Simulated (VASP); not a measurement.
A run of VASP 6.6.1:

POSCAR

```
MoPt3
1.0
    3.9795210000      0.0000000000      0.0000000000
    0.0000000000      3.9795210000      0.0000000000
    0.0000000000      0.0000000000      3.9795210000
Mo Pt
1 3
Direct
    0.0000000000      0.0000000000      0.0000000000
    0.5000000000      0.5000000000      0.0000000000
    0.5000000000      0.0000000000      0.5000000000
    0.0000000000      0.5000000000      0.5000000000
```

INCAR.step1

```
SYSTEM = MoPt3
ALGO = Normal
EDIFF = 1E-5
ENCUT = 550
GGA = PE
GGA_COMPAT = .False.
ISMEAR = -1
ISPIN = 2
LASPH = .True.
LCHARG = .False.
LMAXMIX = 4
LREAL = .False.
LWAVE = .True.
MAGMOM = 3.2 0 0 0
NBANDS = 34
NELM = 200
NUPDOWN = 3.2
PREC = Accurate
SIGMA = 0.05
```

File INCAR.step2:

```
SYSTEM = MoPt3
ALGO = Normal
EDIFF = 1E-6
ENCUT = 550
GGA_COMPAT = .False.
ISIF = 2
ISMEAR = -1
ISPIN = 2
ISTART = 1
LASPH = .True.
LCHARG = .False.
LMAXMIX = 4
LMIXTAU = .True.
LORBIT = 11
LREAL = .False.
LWAVE = .False.
MAGMOM = 3.2 0 0 0
METAGGA = R2SCAN
NBANDS = 34
NELM = 200
NUPDOWN = 3.2
PREC = Accurate
SIGMA = 0.05
```

File KPOINTS:

```
k-points
0
Gamma
  9 9 9
  0 0 0
```

Potentials or basis: VASP PAW PBE potentials, release 64 (Mo_sv, Pt).

Command:

```console
$ cat potpaw_PBE.64/Mo_sv/POTCAR potpaw_PBE.64/Pt/POTCAR > POTCAR
$ cp INCAR.step1 INCAR
$ mpirun -np 1 vasp_std > vasp.out
$ cp INCAR.step2 INCAR
$ mpirun -np 1 vasp_std > vasp.out
```

Hardware: 1 thread of Intel(R) Xeon(R) Platinum 8488C (Sapphire Rapids) (shared host).

How long does it take, and how much memory?

Run time: 6.9 min on 1 thread of Intel(R) Xeon(R) Platinum 8488C (Sapphire Rapids), with other jobs on the host, peak memory 0.27 GiB. Counts: k points 35.
